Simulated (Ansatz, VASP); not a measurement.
AlB2As3: VASP beside Ansatz

```
Al B As
1.0
     3.60113    0.00000    0.00000
    -1.80056    3.11867    0.00000
     0.00000    0.00000    9.04787
Al B As
1 2 3
Direct
  0.33333 0.66667 0.66898
  0.00000 0.00000 0.01804
  0.66667 0.33333 0.32035
  0.33333 0.66667 0.94402
  0.66667 0.33333 0.55064
  0.00000 0.00000 0.24797
```

Alike in both runs: task relaxation of cell and atoms; functional PBE; k mesh 12 × 12 × 4; occupations gaussian, width 0.02 eV; no spin polarisation.

|  | VASP | Ansatz |
| --- | --- | --- |
| version | VASP 6.6.1 | Ansatz 0.2.0 |
| potentials or method | VASP PAW PBE potentials, release 64 (Al, B, As), cutoff 600 eV | scalar-relativistic, plane waves, PAW |
| valence electrons in the cell | 24 | 54 |

```csv
,VASP,Ansatz,Ansatz less VASP
"gap on the k mesh at the Fermi level, each at its own relaxed structure (eV)",0.36,0.36,0.000
relaxed volume (Å³/atom),16.98,16.92,-0.060
relaxed length of the cell vector where the two differ most in proportion (Å),3.602,3.598,-0.0047
```

VASP's potentials hold 24 valence electrons a cell and Ansatz's 54, so a difference there can come from the potentials and not from the codes.
